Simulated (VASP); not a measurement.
Runs of VASP 6.6.1 on Al2SiO. The structure is that of space group P4/mmm (No. 123), or close to it. The cells are those of the table. 

```tsv
task	spin	cell	k mesh	cutoff (eV)	gap on the mesh (eV)	pressure (GPa)	largest force (eV/Å)
single point	collinear, ferromagnetic start	a = 2.653, b = 2.653, c = 8.265 Å, 4 atoms	6 × 6 × 2	520	none	-0.5	0.06
single point	off	a = 2.672, b = 2.672, c = 8.168 Å, 4 atoms	18 × 18 × 6	520	none	(b)	-
single point	off	a = 3.310, b = 3.310, c = 4.831 Å, 4 atoms	6 × 6 × 4	520	none	141.7	(a)
single point	off	a = 2.653, b = 2.653, c = 8.265 Å, 4 atoms	6 × 6 × 4	520	none	-0.1	0.01
relaxation of cell and atoms	off	relaxed from a = 3.310, b = 3.310, c = 4.831 Å, 4 atoms	6 × 6 × 4	600	none	0.1	0.02
```

Alike in all rows: level PBE; potentials or basis VASP PAW PBE potentials, release 64 (Al, Si, O); smearing gaussian 0.1 eV.

Question: Fill in the values left out.

Answer: (a) 23.10; (b) 0.0.

Caveats: some runs use coarse meshes; forces of over 1 eV/Å act on the atoms, so gaps and moduli don't describe the material at rest (some runs).

A gap of «none» marks levels without a gap at the run's occupations.
